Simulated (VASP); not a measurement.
A run of VASP 6.6.1 is set up as follows.

Contents of INCAR:

```
SYSTEM = Be2NbP3
  PREC = Accurate
  ENCUT = 600
  EDIFF = 1E-6
  ISMEAR = 0
  SIGMA = 0.1
  LREAL = .FALSE.
  LASPH = .TRUE.
  NELM = 80
  ALGO = Fast
  ISIF = 3
  LWAVE = .FALSE.
  LCHARG = .FALSE.
  GGA = PE
  IBRION = 2
  NSW = 100
  EDIFFG = -0.01
```

The input KPOINTS:

```
regular mesh
0
G
  9 9 12
  0 0 0
```

Contents of POSCAR:

```
Be2NbP3
1.0
    5.0632906039      0.0000000000      0.0000000000
   -2.5316453020      4.3849382898      0.0000000000
    0.0000000000      0.0000000000      3.3697642132
Be Nb P
2 1 3
Direct
    0.3333333333      0.6666666667      0.0000000000
    0.6666666667      0.3333333333      0.0000000000
    0.0000000000      0.0000000000      0.0000000000
    0.5000000000      0.0000000000      0.5000000000
    0.5000000000      0.5000000000      0.5000000000
    0.0000000000      0.5000000000      0.5000000000
```

Potentials or basis: VASP PAW PBE potentials, release 64 (Be, Nb_sv, P).

Launch:

```console
$ cat potpaw_PBE.64/Be/POTCAR potpaw_PBE.64/Nb_sv/POTCAR potpaw_PBE.64/P/POTCAR > POTCAR
$ mpirun -np 1 vasp_std > vasp.out
```

(1) What does it give for the band gap on the k mesh?

(2) What does it give for the relaxed volume?

Answers

(1) zero (bands 16 and 17 overlap by 1.56 eV).

(2) 12.54 Å³/atom.
